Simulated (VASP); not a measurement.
# Cu (P6_3/mmc) in VASP: further runs, part 2 of 2

VASP 6.6.1. Earlier steps stand in the parts before.

**3. Single point, r2SCAN**

This run uses another cell than the first one, of the same volume but with other edges.

POSCAR

```
Cu
1.0
    2.6055169476      0.0000000000      0.0000000000
   -1.3027584738      2.2564438667      0.0000000000
    0.0000000000      0.0000000000      3.8902002758
Cu
2
Direct
    0.3333333333      0.6666666667      0.2500000000
    0.6666666667      0.3333333333      0.7500000000
```

INCAR.step1

```
ALGO     = Normal         # electronic algorithm
EDIFF    = 1E-4           # SCF threshold, eV
ENCUT    = 520            # plane-wave cutoff, eV
GGA      = PE             # functional
ISMEAR   = 0              # smearing method
LASPH    = T              # aspherical terms in the spheres
LCHARG   = F              # write CHGCAR
LREAL    = F              # projectors in reciprocal space
LWAVE    = T              # write WAVECAR
NBANDS   = 18             # bands
NELM     = 60             # most SCF steps
PREC     = Accurate       # precision mode
SIGMA    = 0.15           # smearing width, eV
```

INCAR.step2

```
ALGO     = Normal         # electronic algorithm
EDIFF    = 1E-7           # SCF threshold, eV
ENCUT    = 520            # plane-wave cutoff, eV
ISIF     = 2              # what is computed and relaxed
ISMEAR   = 0              # smearing method
ISTART   = 1            
LASPH    = T              # aspherical terms in the spheres
LCHARG   = T              # write CHGCAR
LELF     = T              # ELF
LMIXTAU  = T            
LREAL    = F              # projectors in reciprocal space
LVHAR    = T            
LWAVE    = F              # write WAVECAR
METAGGA  = R2SCAN         # meta-GGA
NBANDS   = 18             # bands
NELM     = 60             # most SCF steps
PREC     = Accurate       # precision mode
SIGMA    = 0.15           # smearing width, eV
```

KPOINTS

```
k-points
0
Gamma
  24 24 14
```

Potentials or basis: VASP PAW PBE potentials, release 64 (Cu).

Command:

```
> cat potpaw_PBE.64/Cu/POTCAR > POTCAR
> cp INCAR.step1 INCAR
> mpirun -np 1 vasp_std > vasp.out
> cp INCAR.step2 INCAR
> mpirun -np 1 vasp_std > vasp.out
```

OUTCAR:

```text
EDIFF = 1E-7
   ENCUT = 520
   ISIF = 2
   ISMEAR = 0
   ISTART = 1
   LASPH = T
   LREAL = F
   METAGGA = R2SCAN
   NELM = 60
   PREC = Accurate

 ion  position               nearest neighbor table
   1  0.333  0.667  0.250-   2 2.46   2 2.46   2 2.46   2 2.46   2 2.46   2 2.46
   2  0.667  0.333  0.750-   1 2.46   1 2.46   1 2.46   1 2.46   1 2.46   1 2.46

  LATTYP: Found a hexagonal cell.
 ALAT       =     2.6055169476
 C/A-ratio  =     1.4930627411

  Lattice vectors:

 A1 = (   2.6055169476,   0.0000000000,   0.0000000000)
 A2 = (  -1.3027584738,   2.2564438667,   0.0000000000)
 A3 = (   0.0000000000,   0.0000000000,   3.8902002758)

Analysis of symmetry for initial positions (statically):
=====================================================================
 Subroutine PRICEL returns:
 Original cell was already a primitive cell.

 Routine SETGRP: Setting up the symmetry group for a
 hexagonal supercell.

 Subroutine GETGRP returns: Found 24 space group operations
 (whereof 12 operations were pure point group operations)
 out of a pool of 24 trial point group operations.

The static configuration has the point symmetry D_3d.
 The point group associated with its full space group is D_6h.

Analysis of symmetry for dynamics (positions and initial velocities):
=====================================================================
 Subroutine PRICEL returns:
 Original cell was already a primitive cell.

 Routine SETGRP: Setting up the symmetry group for a
 hexagonal supercell.

 Subroutine GETGRP returns: Found 24 space group operations
 (whereof 12 operations were pure point group operations)
 out of a pool of 24 trial point group operations.

The dynamic configuration has the point symmetry D_3d.
 The point group associated with its full space group is D_6h.

 Subroutine INISYM returns: Found 24 space group operations
 (whereof 12 operations are pure point group operations),
 and found     1 'primitive' translations

----------------------------------------------------------------------------------------

                                     Primitive cell

  volume of cell :      22.8713

  direct lattice vectors                    reciprocal lattice vectors
     2.605516948  0.000000000  0.000000000     0.383800996  0.221587608  0.000000000
    -1.302758474  2.256443867  0.000000000     0.000000000  0.443175217  0.000000000
     0.000000000  0.000000000  3.890200276     0.000000000  0.000000000  0.257056174

  length of vectors
     2.605516948  2.605516948  3.890200276     0.443175217  0.443175217  0.257056174

  position of ions in fractional coordinates (direct lattice)
     0.333333333  0.666666667  0.250000000
     0.666666667  0.333333333  0.750000000

  ion indices of the primitive-cell ions
   primitive index   ion index
                 1           1
                 2           2

----------------------------------------------------------------------------------------

 KPOINTS: k-points

Automatic generation of k-mesh.
 Grid dimensions read from file:
 generate k-points for:   24   24   14

 Generating k-lattice:

  Cartesian coordinates                     Fractional coordinates (reciprocal lattice)
     0.015991708  0.009232817  0.000000000     0.041666667  0.000000000  0.000000000
     0.000000000  0.018465634  0.000000000     0.000000000  0.041666667  0.000000000
     0.000000000  0.000000000  0.018361155     0.000000000  0.000000000  0.071428571

  Length of vectors
     0.018465634  0.018465634  0.018361155

  Shift w.r.t. Gamma in fractional coordinates (k-lattice)
     0.000000000  0.000000000  0.000000000

 Subroutine IBZKPT returns following result:
 ===========================================

 Found    488 irreducible k-points:

 Following reciprocal coordinates:
            Coordinates               Weight
  0.000000  0.000000  0.000000      1.000000
  0.041667  0.000000  0.000000      6.000000
  0.083333  0.000000  0.000000      6.000000
  0.125000  0.000000  0.000000      6.000000
  0.166667  0.000000  0.000000      6.000000
  0.208333 -0.000000  0.000000      6.000000
[... 16 lines left out ...]
  0.416667  0.041667  0.000000     12.000000
  0.458333  0.041667  0.000000     12.000000
 [... further k-points ...]
   k-points           NKPTS =    488   k-points in BZ     NKDIM =    488   number of bands    NBANDS=     18
   number of dos      NEDOS =    301   number of ions     NIONS =      2
   total plane-waves  NPLWV =  12000
   dimension x,y,z NGX =    20 NGY =   20 NGZ =   30
   dimension x,y,z NGXF=    40 NGYF=   40 NGZF=   60
   ions per type =               2
   NGX,Y,Z   is equivalent  to a cutoff of  12.76, 12.76, 12.82 a.u.
   NGXF,Y,Z  is equivalent  to a cutoff of  25.52, 25.52, 25.64 a.u.
 SYSTEM =  unknown system
   PREC   = accura    normal or accurate (medium, high low for compatibility)
   ISTART =      1    job   : 0-new  1-cont  2-samecut
   ICHARG =      0    charge: 1-file 2-atom 10-const
   ISPIN  =      1    spin polarized calculation?
   LNONCOLLINEAR =      F non collinear calculations
   LSORBIT =      F    spin-orbit coupling
   LASPH  =      T    aspherical Exc in radial PAW
   ENCUT  =  520.0 eV  38.22 Ry    6.18 a.u.   4.84  4.84  7.23*2*pi/ulx,y,z
   NELM   =     60;   NELMIN=  2; NELMDL=  0     # of ELM steps
   EDIFF  = 0.1E-06   stopping-criterion for ELM
   LREAL  =      F    real-space projection
   EDIFFG = 0.1E-05   stopping-criterion for IOM
   NSW    =      0    number of steps for IOM
   IBRION =     -1    ionic relax: 0-MD 1-quasi-New 2-CG
   NFREE  =      0    steps in history (QN), initial steepest desc. (CG)
   ISIF   =      2    stress and relaxation
   ISYM   =      2    0-nonsym 1-usesym 2-fastsym
   POTIM  = 0.5000    time-step for ionic-motion
   TEBEG  =    0.0;   TEEND  =   0.0 temperature during run
   PSTRESS=    0.0 pullay stress
   NELECT =      22.0000    total number of electrons
   NUPDOWN=      -1.0000    fix difference up-down
   EMIN   =  10.00;   EMAX   =-10.00  energy-range for DOS
   EFERMI =   0.00;   METHOD = LEGACY
   ISMEAR =     0;   SIGMA  =   0.15  broadening in eV -4-tet -1-fermi 0-gaus
   EFERMI_NEDOS =   21; number of points for ismear=-14 and -15
   IALGO  =     38    algorithm
   IMIX   =      4    mixing-type and parameters
     AMIX     =   0.40;   BMIX     =  1.00
     AMIX_MAG =   1.60;   BMIX_MAG =  1.00
  volume/ion in A,a.u.               =      11.44        77.17
  Fermi-wavevector in a.u.,A,eV,Ry     =   1.616041  3.053874 35.532800  2.611587
  Thomas-Fermi vector in A             =   2.710691
   LORBIT       =      0    0 simple, 1 ext, 2 COOP (PROOUT), +10 PAW based schemes
   METAGGA = R2SCAN    functional components
   LHFCALC =     F    Hartree Fock is set to
   AEXX    =    0.0000 exact exchange contribution
   IVDW    =     0    specifies the selected vdW correction
   LEPSILON=     F    determine dielectric tensor
   LRPA    =     F    only Hartree local field effects (RPA)
 non-spin polarized calculation
 Gauss-broadening in eV      SIGMA  =   0.15
  energy-cutoff  :      520.00
  volume of cell :       22.87
 maximum number of plane-waves:       630
 NGX is ok and might be reduce to    20

 number of electron      22.0000005 magnetization

 Free energy of the ion-electron system (eV)
  ---------------------------------------------------
  ext. energy  EPLUGINS =         0.00000000
  ---------------------------------------------------
  free energy    TOTEN  =       -21.56261709 eV

  energy without entropy =      -21.55550013  energy(sigma->0) =      -21.55905861

 E-fermi :   7.8160     XC(G=0): -13.9536

 val. band max:        7.8100782216   @ k =   0.4583   0.0833   0.2143
 cond. band min:       7.8241517418   @ k =   0.2500   0.2500   0.3571
 fundamental gap:      0.0140735202
 Fermi energy:         7.8160081024

 k-point     1 :       0.0000    0.0000    0.0000
  band No.  band energies     occupation
      1      -2.1196      2.00000
      2       2.4994      2.00000
      3       4.5997      2.00000
      4       4.5999      2.00000
      5       4.8836      2.00000
      6       4.8853      2.00000
[... 10 lines left out ...]
     17      30.9235      0.00000
     18      30.9237      0.00000
[... 463 lines left out ...]
 k-point    24 :       0.4583    0.0417    0.0000
  band No.  band energies     occupation
      1       2.5440      2.00000
      2       2.9311      2.00000
      3       3.1761      2.00000
      4       4.2385      2.00000
      5       4.2585      2.00000
      6       4.7939      2.00000
[... 10 lines left out ...]
     17      20.7000      0.00000
     18      27.2723      0.00000

 [... further k-points ...]

------------------------ aborting loop because EDIFF is reached ----------------------------------------

  FORCE on cell =-STRESS in cart. coord.  units (eV):
  Direction    XX          YY          ZZ          XY          YZ          ZX
  --------------------------------------------------------------------------------------
  -------------------------------------------------------------------------------------
  Total       -0.4299160     -0.4299160      1.8848054     -0.0000000      0.0000000      0.0000000
  in kB      -30.1164490    -30.1164490    132.0342808     -0.0000000      0.0000000      0.0000000
  external PRESSURE =      23.9337942 kB  Pullay stress =       0.0000000 kB

 VOLUME and BASIS-vectors are now :
 -----------------------------------------------------------------------------
  energy-cutoff  :      520.00
  volume of cell :       22.87
      direct lattice vectors                 reciprocal lattice vectors
     2.605516948  0.000000000  0.000000000     0.383800996  0.221587608  0.000000000
    -1.302758474  2.256443867  0.000000000     0.000000000  0.443175217  0.000000000
     0.000000000  0.000000000  3.890200276     0.000000000  0.000000000  0.257056174

 POSITION                                       TOTAL-FORCE (eV/Angst)
 -----------------------------------------------------------------------------------
     -0.00000      1.50430      0.97255         0.000000      0.000000      0.000000
      1.30276      0.75215      2.91765        -0.000000      0.000000      0.000000
 -----------------------------------------------------------------------------------
    total drift:                               -0.000000      0.000000     -0.000000

  FREE ENERGIE OF THE ION-ELECTRON SYSTEM (eV)
  ---------------------------------------------------
  free  energy   TOTEN  =       -21.5626170887 eV

  energy  without entropy=      -21.5555001321  energy(sigma->0) =      -21.55905861
```

It took 16 min on 1 thread of Intel Xeon 8259CL, shared host; peak memory 0.27 GiB.

What came out:

| Item | Value |
| --- | --- |
| Free energy | -21.5626 eV |
| Pressure | 2.4 GPa |
| Band gap on the k mesh | zero (bands 11 and 12 overlap by 5.91 eV) |

Caveat: the PAW data sets were made with another functional, which shifts forces and pressure a little.
